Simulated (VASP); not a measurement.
Write the native input for VASP 6.6.1 that does the following.

```yaml
Task: relaxation of cell and atoms
Functional: PBEsol
Potentials_or_basis: VASP PAW PBE potentials, release 64 (Ti_sv, Al)
Cutoff: 600 eV
k_mesh: 8 × 8 × 8
Occupations: fermi-dirac, width 0.05 eV
Spin: no spin polarisation
Target_pressure: 10 GPa
Dipole_correction: no
Further_INCAR_settings: ALGO = Normal; EDIFF = 1e-07; IBRION = 2; EDIFFG = -0.02; NSW = 80; ISIF = 3
```

The structure of TiAl lies in POSCAR:

```
TiAl
1.0
    3.1790640000      0.0000000000      0.0000000000
    0.0000000000      3.1790640000      0.0000000000
    0.0000000000      0.0000000000      3.1790640000
Ti Al
1 1
Direct
    0.0000000000      0.0000000000      0.0000000000
    0.5000000000      0.5000000000      0.5000000000
```

These files were run (other wordings do the same):

INCAR

```
SYSTEM = TiAl
PREC = Accurate ; ENCUT = 600
EDIFF = 1E-7 ; ISMEAR = -1
SIGMA = 0.05 ; LREAL = .FALSE.
LASPH = .TRUE. ; NELM = 80
ALGO = Normal ; ISIF = 3
LWAVE = .FALSE. ; LCHARG = .FALSE.
GGA = PS ; IBRION = 2
NSW = 80 ; EDIFFG = -0.02
PSTRESS = 100.0
```

KPOINTS

```
regular mesh
0
G
  8 8 8
  0 0 0
```

Potentials or basis: VASP PAW PBE potentials, release 64 (Ti_sv, Al).

The run is started by

```sh
$ cat potpaw_PBE.64/Ti_sv/POTCAR potpaw_PBE.64/Al/POTCAR > POTCAR
$ mpirun -np 1 vasp_std > vasp.out
```

It gave:

The relaxed volume is 14.65 Å³/atom. The relaxed cell is a = 3.083 Å, b = 3.083 Å, c = 3.083 Å, α = 90.00°, β = 90.00°, γ = 90.00°. The space group after relaxing (to 0.05 Å) is Pm-3m (No. 221) and the energy change on relaxing (the enthalpy is what falls) is +29.0 meV/atom. The ionic steps are 3 and the pressure after relaxing is 9.8 GPa.

Caveat: the cell is relaxed towards a set pressure, so the enthalpy falls and the energy may rise; the PAW data sets were made with another functional, which shifts forces and pressure a little.

It took 86 s on 1 thread of Intel Xeon 8259CL, on a shared host, peak memory 0.17 GiB.
